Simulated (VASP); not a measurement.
# H (Cmce) in VASP: settings compared, part 2 of 2

VASP 6.6.1. Earlier steps stand in the parts before.

## (3) Single point, PBE0

This run uses another cell than the first one, of 15.41 Å³/atom, 1.105 times its volume.

POSCAR reads:

```
H
1.0
    2.7157514422     -2.5649490751      0.0000000000
    2.7157514422      2.5649490751      0.0000000000
    0.0000000000      0.0000000000      4.4248082838
H
4
Direct
    0.9520458164      0.0479541836      0.0641167107
    0.4520458164      0.5479541836      0.4358832893
    0.5479541836      0.4520458164      0.5641167107
    0.0479541836      0.9520458164      0.9358832893
```

INCAR.step1 reads:

```
SYSTEM = H
ALGO = Normal
EDIFF = 1E-5
ENCUT = 520
GGA = PE
ISIF = 2
ISMEAR = 0
LASPH = .True.
LREAL = .False.
LWAVE = .True.
NBANDS = 10
NELM = 100
PREC = Accurate
SIGMA = 0.02
```

INCAR.step2 reads:

```
SYSTEM = H
AEXX = 0.25
ALGO = Normal
EDIFF = 1E-6
ENCUT = 520
GGA = PE
ISIF = 2
ISMEAR = 0
ISTART = 1
LASPH = .True.
LCHARG = .True.
LELF = .True.
LHFCALC = .True.
LREAL = .False.
LVHAR = .True.
LWAVE = .False.
NBANDS = 10
NELM = 100
PREC = Accurate
PRECFOCK = Normal
SIGMA = 0.02
```

KPOINTS reads:

```
k-points
0
Gamma
  6 6 4
  0 0 0
```

Potentials or basis: VASP PAW PBE potentials, release 64 (H).

On the command line:

```console
> cat potpaw_PBE.64/H/POTCAR > POTCAR
> cp INCAR.step1 INCAR
> mpirun -np 1 vasp_std > vasp.out
> cp INCAR.step2 INCAR
> mpirun -np 1 vasp_std > vasp.out
```

OUTCAR:

```text
SYSTEM = H
   AEXX = 0.25
   EDIFF = 1E-6
   ENCUT = 520
   GGA = PE
   ISIF = 2
   ISMEAR = 0
   ISTART = 1
   LASPH = .True.
   LHFCALC = .True.
   LREAL = .False.
   NELM = 100
   PREC = Accurate
   PRECFOCK = Normal

 ion  position               nearest neighbor table
   1  0.952  0.048  0.064-   4 0.75
   2  0.452  0.548  0.436-   3 0.75
   3  0.548  0.452  0.564-   2 0.75
   4  0.048  0.952  0.936-   1 0.75

  LATTYP: Found a base centered orthorhombic cell.
 ALAT       =     5.1298981502
 B/A-ratio  =     1.0587935131
 C/A-ratio  =     0.8625528528

  Lattice vectors:

 A1 = (  -2.7157514422,  -2.5649490751,   0.0000000000)
 A2 = (   2.7157514422,  -2.5649490751,   0.0000000000)
 A3 = (   0.0000000000,   0.0000000000,   4.4248082838)

Analysis of symmetry for initial positions (statically):
=====================================================================
 Subroutine PRICEL returns:
 Original cell was already a primitive cell.

 Routine SETGRP: Setting up the symmetry group for a
 base centered orthorhombic supercell.

 Subroutine GETGRP returns: Found  8 space group operations
 (whereof  4 operations were pure point group operations)
 out of a pool of  8 trial point group operations.

The static configuration has the point symmetry C_2h.
 The point group associated with its full space group is D_2h.

Analysis of symmetry for dynamics (positions and initial velocities):
=====================================================================
 Subroutine PRICEL returns:
 Original cell was already a primitive cell.

 Routine SETGRP: Setting up the symmetry group for a
 base centered orthorhombic supercell.

 Subroutine GETGRP returns: Found  8 space group operations
 (whereof  4 operations were pure point group operations)
 out of a pool of  8 trial point group operations.

The dynamic configuration has the point symmetry C_2h.
 The point group associated with its full space group is D_2h.

 Subroutine INISYM returns: Found  8 space group operations
 (whereof  4 operations are pure point group operations),
 and found     1 'primitive' translations

----------------------------------------------------------------------------------------

                                     Primitive cell

  volume of cell :      61.6443

  direct lattice vectors                    reciprocal lattice vectors
     2.715751442 -2.564949075  0.000000000     0.184111105 -0.194935644  0.000000000
     2.715751442  2.564949075  0.000000000     0.184111105  0.194935644  0.000000000
     0.000000000  0.000000000  4.424808284     0.000000000  0.000000000  0.225998492

  length of vectors
     3.735541414  3.735541414  4.424808284     0.268135795  0.268135795  0.225998492

  position of ions in fractional coordinates (direct lattice)
     0.952045816  0.047954184  0.064116711
     0.452045816  0.547954184  0.435883289
     0.547954184  0.452045816  0.564116711
     0.047954184  0.952045816  0.935883289

  ion indices of the primitive-cell ions
   primitive index   ion index
[... 38 lines left out ...]
  0.333333  0.166667  0.000000      4.000000
[... 16 lines left out ...]
  0.333333  0.333333  0.250000      4.000000
  0.500000  0.333333  0.250000      8.000000
 [... further k-points ...]
   k-points           NKPTS =     39   k-points in BZ     NKDIM =    144   number of bands    NBANDS=     10
   number of dos      NEDOS =    301   number of ions     NIONS =      4
   total plane-waves  NPLWV =  28224
   dimension x,y,z NGX =    28 NGY =   28 NGZ =   36
   dimension x,y,z NGXF=    56 NGYF=   56 NGZF=   72
   ions per type =               4
   NGX,Y,Z   is equivalent  to a cutoff of  12.46, 12.46, 13.53 a.u.
   NGXF,Y,Z  is equivalent  to a cutoff of  24.92, 24.92, 27.05 a.u.
 SYSTEM =  H
   PREC   = accura    normal or accurate (medium, high low for compatibility)
   ISTART =      1    job   : 0-new  1-cont  2-samecut
   ICHARG =      0    charge: 1-file 2-atom 10-const
   ISPIN  =      1    spin polarized calculation?
   LNONCOLLINEAR =      F non collinear calculations
   LSORBIT =      F    spin-orbit coupling
   LASPH  =      T    aspherical Exc in radial PAW
   ENCUT  =  520.0 eV  38.22 Ry    6.18 a.u.   6.95  6.95  8.23*2*pi/ulx,y,z
   NELM   =    100;   NELMIN=  2; NELMDL=  0     # of ELM steps
   EDIFF  = 0.1E-05   stopping-criterion for ELM
   LREAL  =      F    real-space projection
   EDIFFG = 0.1E-04   stopping-criterion for IOM
   NSW    =      0    number of steps for IOM
   IBRION =     -1    ionic relax: 0-MD 1-quasi-New 2-CG
   NFREE  =      0    steps in history (QN), initial steepest desc. (CG)
   ISIF   =      2    stress and relaxation
   ISYM   =      3    0-nonsym 1-usesym 2-fastsym
   POTIM  = 0.5000    time-step for ionic-motion
   TEBEG  =    0.0;   TEEND  =   0.0 temperature during run
   PSTRESS=    0.0 pullay stress
   NELECT =       4.0000    total number of electrons
   NUPDOWN=      -1.0000    fix difference up-down
   EMIN   =  10.00;   EMAX   =-10.00  energy-range for DOS
   EFERMI =   0.00;   METHOD = LEGACY
   ISMEAR =     0;   SIGMA  =   0.02  broadening in eV -4-tet -1-fermi 0-gaus
   EFERMI_NEDOS =   21; number of points for ismear=-14 and -15
   IALGO  =     38    algorithm
   IMIX   =      1    mixing-type and parameters
     AMIX     =   0.40;   BMIX     =  1.00
     AMIX_MAG =   1.60;   BMIX_MAG =  1.00
  volume/ion in A,a.u.               =      15.41       104.00
  Fermi-wavevector in a.u.,A,eV,Ry     =   0.657855  1.243166  5.888243  0.432774
  Thomas-Fermi vector in A             =   1.729494
   LORBIT       =      0    0 simple, 1 ext, 2 COOP (PROOUT), +10 PAW based schemes
   GGA     = PE    functional components
   LHFCALC =     T    Hartree Fock is set to
   PRECFOCK=normal    Normal, Fast or Accurate (Low or Medium for compatibility)
   ENCUT4O =  -1.0   cutoff for four orbital integrals eV
   NKREDX  =     1    reduce k-point grid by
   NKREDY  =     1    reduce k-point grid by
   NKREDZ  =     1    reduce k-point grid by
   AEXX    =    0.2500 exact exchange contribution
   HFSCREEN=    0.0000 screening length (either q_TF or 0.3 A-1)
   HFSCREENC=   0.0000 screening length for correlation (either q_TF or 0.3 A-1)
   ENCUTFOCK=  -1.0 apply spherical cutoff to Coloumb kernel
   IVDW    =     0    specifies the selected vdW correction
   LEPSILON=     F    determine dielectric tensor
   LRPA    =     F    only Hartree local field effects (RPA)
 non-spin polarized calculation
 Gauss-broadening in eV      SIGMA  =   0.02
  energy-cutoff  :      520.00
  volume of cell :       61.64
 maximum number of plane-waves:      1684
  NGX = 24; NGY = 24; NGZ = 28

 number of electron       4.0000001 magnetization

 Free energy of the ion-electron system (eV)
  ---------------------------------------------------
  ext. energy  EPLUGINS =         0.00000000
  ---------------------------------------------------
  free energy    TOTEN  =       -16.31969404 eV

  energy without entropy =      -16.31969404  energy(sigma->0) =      -16.31969404

 E-fermi : -10.2704     XC(G=0):  -3.6647

 val. band max:      -10.3811679784   @ k =   0.0000   0.0000   0.0000
 cond. band min:       1.2652868745   @ k =   0.5000   0.0000   0.5000
 fundamental gap:     11.6464548529
 Fermi energy:       -10.2703861106

 k-point     1 :       0.0000    0.0000    0.0000
  band No.  band energies     occupation
      1     -11.9488      2.00000
      2     -10.3812      2.00000
      3       3.0636      0.00000
      4       4.1774      0.00000
      5       5.2998      0.00000
      6       6.9839      0.00000
      7       7.3948      0.00000
      8       8.8291      0.00000
      9      10.8982      0.00000
     10      11.4316      0.00000
[... 287 lines left out ...]
 k-point    24 :       0.5000    0.3333    0.2500
  band No.  band energies     occupation
      1     -10.8746      2.00000
      2     -10.7164      2.00000
      3       2.1221      0.00000
      4       2.7562      0.00000
      5       4.1093      0.00000
      6       5.3501      0.00000
      7       7.3188      0.00000
      8       7.8701      0.00000
      9       9.8961      0.00000
     10      10.6249      0.00000

 [... further k-points ...]
[... 5 lines left out ...]
  --------------------------------------------------------------------------------------
  -------------------------------------------------------------------------------------
  Total       -0.0396699     -0.1833441     -0.2166992      0.0000000      0.0000000      0.0000000
  in kB       -1.0310482     -4.7652357     -5.6321567      0.0000000      0.0000000      0.0000000
  external PRESSURE =      -3.8094802 kB  Pullay stress =       0.0000000 kB

 VOLUME and BASIS-vectors are now :
 -----------------------------------------------------------------------------
  energy-cutoff  :      520.00
  volume of cell :       61.64
      direct lattice vectors                 reciprocal lattice vectors
     2.715751442 -2.564949075  0.000000000     0.184111105 -0.194935644  0.000000000
     2.715751442  2.564949075  0.000000000     0.184111105  0.194935644  0.000000000
     0.000000000  0.000000000  4.424808284     0.000000000  0.000000000  0.225998492

 POSITION                                       TOTAL-FORCE (eV/Angst)
 -----------------------------------------------------------------------------------
      2.71575     -2.31895      0.28370         0.000000     -0.135908     -0.156337
      2.71575      0.24600      1.92870         0.000000     -0.135908      0.156337
      2.71575     -0.24600      2.49611         0.000000      0.135908     -0.156337
      2.71575      2.31895      4.14110         0.000000      0.135908      0.156337
 -----------------------------------------------------------------------------------
    total drift:                                0.000000      0.000000      0.000000

  FREE ENERGIE OF THE ION-ELECTRON SYSTEM (eV)
  ---------------------------------------------------
  free  energy   TOTEN  =       -16.3196940361 eV

  energy  without entropy=      -16.3196940361  energy(sigma->0) =      -16.31969404
```

Run time: 1.7 min. Hardware: 1 thread of Intel Xeon 6975P-C (Granite Rapids), shared host; peak memory 0.19 GiB.

What came out:

| Property | Result |
| --- | --- |
| Free energy | -16.3197 eV |
| Pressure | -0.4 GPa |
| Largest force | 0.207 eV/Å |
| Band gap on the k mesh | 11.65 eV, indirect (least direct gap 12.18 eV) |

Forces in eV/Å, atoms in the order of the input:
```
H    0.000 -0.136 -0.156
H    0.000 -0.136  0.156
H    0.000  0.136 -0.156
H    0.000  0.136  0.156
```

Stress tensor (GPa, compression positive):
```
-0.10  0.00  0.00
 0.00 -0.48  0.00
 0.00  0.00 -0.56
```

Levels at points of the mesh, in eV from the valence-band top:
```csv
k point,band 1,band 2,band 3,band 4,band 5
"(0.00, 0.00, 0.00)",-1.57,0.00,13.44,14.56,15.68
"(0.50, 0.00, 0.00)",-0.62,-0.62,13.00,13.00,16.00
"(0.50, 0.50, 0.00)",-0.52,-0.26,12.24,12.71,16.28
"(0.00, 0.00, 0.50)",-0.79,-0.79,12.82,12.82,17.88
"(0.50, 0.00, 0.50)",-0.53,-0.53,11.65,11.65,17.88
"(0.50, 0.50, 0.50)",-0.33,-0.33,13.53,13.53,14.64
```

Caveat: the PAW data sets were made with another functional, which shifts forces and pressure a little.
